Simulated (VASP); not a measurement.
# C: single point with PBE

The system is C.

```
C
1.0
     1.70404    0.00000    0.00000
     0.00000    1.70404    0.00000
     0.00000    0.00000    1.70404
C
1
Direct
  0.00000 0.00000 0.00000
```

* Program: VASP 6.6.1
* Task: single point
* Functional: PBE
* Potentials or basis: VASP PAW PBE potentials, release 64 (C)
* Cutoff: 520 eV
* k mesh: 21 × 21 × 21
* Occupations: fermi-dirac, width 0.08 eV
* Spin: no spin polarisation
* Dipole correction: no
* Further INCAR settings: ALGO = Normal; EDIFF = 1e-06; NBANDS = 8

```
Pressure               : 49.5 GPa
Band gap on the k mesh : zero (band 2 reaches 23.17 eV, above the bottom of band 3 at 11.04 eV)
```

Levels at points of the mesh, in eV from the Fermi level:
| k point | band 1 | band 2 | band 3 | band 4 | band 5 | band 6 |
| --- | --- | --- | --- | --- | --- | --- |
| (0.00, 0.00, 0.00) | -24.17 | 10.17 | 10.17 | 10.17 | 26.58 | 26.58 |

Wall time 7.6 s on 1 thread of Intel Xeon 8259CL (shared host), peak memory 0.11 GiB.
